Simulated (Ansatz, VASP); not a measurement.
# Two plane-wave programs on WSe

```
CELL_PARAMETERS angstrom
0.00000 2.77619 2.77619
2.77619 0.00000 2.77619
2.77619 2.77619 0.00000
ATOMIC_POSITIONS crystal
W 0.00000 0.00000 0.00000
Se 0.50000 0.50000 0.50000
```

Alike in both runs: task single point; functional PBE; k mesh 6 × 6 × 6; occupations gaussian, width 0.1 eV; no spin polarisation.

|  | VASP | Ansatz |
| --- | --- | --- |
| version | VASP 6.6.1 | Ansatz 0.2.0 |
| potentials or method | VASP PAW PBE potentials, release 64 (W_sv, Se), cutoff 520 eV | scalar-relativistic, plane waves, PAW |
| valence electrons in the cell | 20 | 30 |

```tsv
	VASP	Ansatz	Ansatz less VASP
gap on the k mesh at the Fermi level (eV)	none	none	-
pressure (GPa)	-17.3	-17.4	-0.11
```

A gap of «none» marks a metal or a gap that the smearing closes. The functional is the same, so the differences come from potentials, cutoffs and numerics. VASP's potentials hold 20 valence electrons a cell and Ansatz's 30, so a difference there can come from the potentials and not from the codes.

Spin-orbit coupling is off throughout.
